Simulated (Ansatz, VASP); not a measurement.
Given: the input of a run of Ansatz 0.2.0 on InSb3.

input.yaml

```yaml
crystal:
  lattice:
    - [4.806367, 0.0, 0.0]
    - [0.0, 4.806367, 0.0]
    - [0.0, 0.0, 4.806367]
  atoms:
    - { symbol: Sb, position: [0.510502, 0.488691, -0.006253] }
    - { symbol: Sb, position: [0.000296, 0.508456, 0.504192] }
    - { symbol: Sb, position: [0.500957, -0.001292, 0.500491] }
    - { symbol: In, position: [-0.004256, -0.002761, 0.004105] }
hamiltonian:
  xc: pbesol
  pseudopotentials: { kind: paw }
kpoints:
  mp_grid: { grid: [6, 6, 6] }
scf:
  occupations: { method: fermi_dirac, width: 0.05 }
output:
  forces: true
  stress: true
  eigenvalues: true
```

Potentials or basis: Ansatz PAW.

Launch:

```console
$ ansatz run input.yaml --threads 1 --pin off --max-ram 3584MiB --backend cpu --events-out ev --progress --plain --runs-dir out
```

**Question.** Set up the same calculation for VASP 6.6.1. Potentials there: VASP PAW PBE potentials, release 64 (Sb, In_d).

**Answer.** As run (the cutoff follows the program's own potentials):

Contents of INCAR:

```
PREC = Accurate ; ENCUT = 520
EDIFF = 1E-6 ; ISMEAR = -1
SIGMA = 0.05 ; LREAL = F
LASPH = T ; NELM = 80
ALGO = Normal ; ISIF = 2
LWAVE = F ; LCHARG = F
GGA = PS ; NBANDS = 22
```

The input KPOINTS:

```
Automatic mesh
0
Gamma
  6 6 6
```

File POSCAR:

```
InSb3
1.0
    4.8063670000      0.0000000000      0.0000000000
    0.0000000000      4.8063670000      0.0000000000
    0.0000000000      0.0000000000      4.8063670000
Sb In
3 1
Direct
    0.5105020000      0.4886910000     -0.0062530000
    0.0002960000      0.5084560000      0.5041920000
    0.5009570000     -0.0012920000      0.5004910000
   -0.0042560000     -0.0027610000      0.0041050000
```

Potentials or basis: VASP PAW PBE potentials, release 64 (Sb, In_d).

Run with:

```sh
$ cat potpaw_PBE.64/Sb/POTCAR potpaw_PBE.64/In_d/POTCAR > POTCAR
$ mpirun -np 1 vasp_std > vasp.out
```

Both were run:

|  | VASP | Ansatz | Ansatz less VASP |
| --- | --- | --- | --- |
| gap on the k mesh at the Fermi level (eV) | none | none | - |
| pressure (GPa) | -2.6 | -2.6 | +0.01 |
| rms of the force components (eV/Å) | 0.034 | 0.034 | -0.0001 |

VASP's potentials were made for PBE, not for PBEsol. Atom by atom the forces differ by 0.001 eV/Å (rms over components). A gap of «none» marks a metal or a gap that the smearing closes. VASP's potentials hold 28 valence electrons a cell and Ansatz's 58, so a difference there can come from the potentials and not from the codes.

Spin-orbit coupling is off throughout.
